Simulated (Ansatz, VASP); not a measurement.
**TiCo: VASP beside Ansatz**

```
Ti Co
1.0
     2.93549    0.00000    0.00000
     0.00000    2.93549    0.00000
     0.00000    0.00000    2.93549
Ti Co
1 1
Direct
  0.00000 0.00000 0.00000
  0.50000 0.50000 0.50000
```

Alike in both runs: task single point; functional PBE; k mesh 10 × 10 × 10; occupations fermi-dirac, width 0.1 eV; collinear spin.

```csv
,VASP,Ansatz
version,VASP 6.6.1,Ansatz 0.2.0
potentials or method,"VASP PAW PBE potentials, release 64 (Ti_sv, Co), cutoff 520 eV","plane waves, PAW"
valence electrons in the cell,21,29
```

|  | VASP | Ansatz | Ansatz less VASP |
| --- | --- | --- | --- |
| net moment per atom (μB) | 0.36 | 0.38 | +0.018 |
| size of the moment on the site where the two differ most (μB) | 0.77 | 0.82 | +0.055 |

Site moments also hang on the region over which each program counts them. With one functional, cell and mesh, what is left measures potentials, basis and numerics. VASP's potentials hold 21 valence electrons a cell and Ansatz's 29, so a difference there can come from the potentials and not from the codes.
